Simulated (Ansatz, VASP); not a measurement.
GaP: VASP beside Ansatz

```xyz
2
Lattice="0.0000 2.7254 2.7254 2.7586 0.0000 2.7254 2.7586 2.7254 0.0000" Properties=species:S:1:pos:R:3 pbc="T T T"
Ga    0.0000    0.0000    0.0000
P     1.3793    1.3627    1.3627
```

Change from the starting cell: uniaxial_x strain +1.2%.

Alike in both runs: task single point; functional PBE; k mesh 8 × 8 × 8; occupations fermi-dirac, width 0.02 eV; no spin polarisation.

```csv
,VASP,Ansatz
version,VASP 6.6.1,Ansatz 0.2.0
potentials or method,"VASP PAW PBE potentials, release 64 (Ga_d, P)","plane waves, PAW"
plane-wave cutoff (eV),520,420
valence electrons in the cell,18,18
```

|  | VASP | Ansatz | Ansatz less VASP |
| --- | --- | --- | --- |
| gap on the k mesh at the Fermi level (eV) | 1.60 | 1.60 | +0.001 |
| pressure (GPa) | 1.4 | 1.4 | +0.02 |
| traceless stress, the component that is largest in VASP (GPa) | -0.61 | -0.61 | +0.001 |
